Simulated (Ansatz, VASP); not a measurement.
ZrC: VASP beside Ansatz

```
Zr C
1.0
     0.00000    2.54552    2.54552
     2.54552    0.00000    2.54552
     2.54552    2.54552    0.00000
Zr C
1 1
Cartesian
  2.5455 2.5455 2.5455
  3.8183 3.8183 3.8183
```

Alike in both runs: task single point; functional PBE; k mesh 5 × 5 × 5; occupations fermi-dirac, width 0.03 eV; no spin polarisation.

|  | VASP | Ansatz |
| --- | --- | --- |
| version | VASP 6.6.1 | Ansatz 0.2.0 |
| potentials or method | VASP PAW PBE potentials, release 64 (Zr_sv, C), cutoff 600 eV | all-electron LAPW, scalar-relativistic |

Ansatz gave:

- gap on the k mesh at the Fermi level (eV): 0.77
- least direct gap on the mesh (eV): 0.77
- pressure (GPa): 0.5

Q: Estimate VASP's values.

A: gap on the k mesh at the Fermi level (eV): 0.78; least direct gap on the mesh (eV): 0.78; pressure (GPa): 0.6.

Ansatz ran all-electron here, and VASP with PAW potentials.

The k mesh is coarse, so the values compare programs but aren't converged.
